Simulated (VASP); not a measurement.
Here is a VASP 6.6.1 calculation.

INCAR

```
ALGO = Normal
EDIFF = 1E-6
EDIFFG = -0.005
ENCUT = 600
GGA = PS
IBRION = 2
ISIF = 3
ISMEAR = 0
LASPH = True
LCHARG = False
LREAL = False
LWAVE = False
NELM = 60
NSW = 100
PREC = Accurate
SIGMA = 0.1
```

KPOINTS

```
k-points
0
Gamma
  6 6 4
```

Contents of POSCAR:

```
Ta4O
1.0
    3.2574970000      0.0000000000      0.0000000000
    0.0000000000      3.2574970000      0.0000000000
    0.0000000000      0.0000000000      7.4093410000
Ta O
4 1
Direct
   -0.0431069379      0.0532490306      0.4997162780
    0.4864811606      0.5229431957      0.7463814684
    0.5029277173      0.4542939758      0.2198485165
   -0.0690684858     -0.0513193979      0.0028443373
    0.5037087513      0.4583335547      0.4646474650
```

Potentials or basis: VASP PAW PBE potentials, release 64 (Ta_pv, O).

Run with:

```console
$ cat potpaw_PBE.64/Ta_pv/POTCAR potpaw_PBE.64/O/POTCAR > POTCAR
$ mpirun -np 1 vasp_std > vasp.out
```

(1) Estimate the relaxed volume.

(2) What does it give for the band gap on the k mesh?

(3) Predict the relaxed cell.

(4) What does it give for the space group after relaxing (to 0.1 Å)?

Answers

(1) 15.16 Å³/atom.

(2) zero (bands 25 and 26 overlap by 0.53 eV).

(3) a = 3.207 Å, b = 3.206 Å, c = 7.372 Å, α = 90.01°, β = 90.01°, γ = 90.01°.

(4) P4/mmm (No. 123).

Caveat: the PAW data sets were made with another functional, which shifts forces and pressure a little; spin-orbit coupling is left out, which moves the levels of the heavy elements.
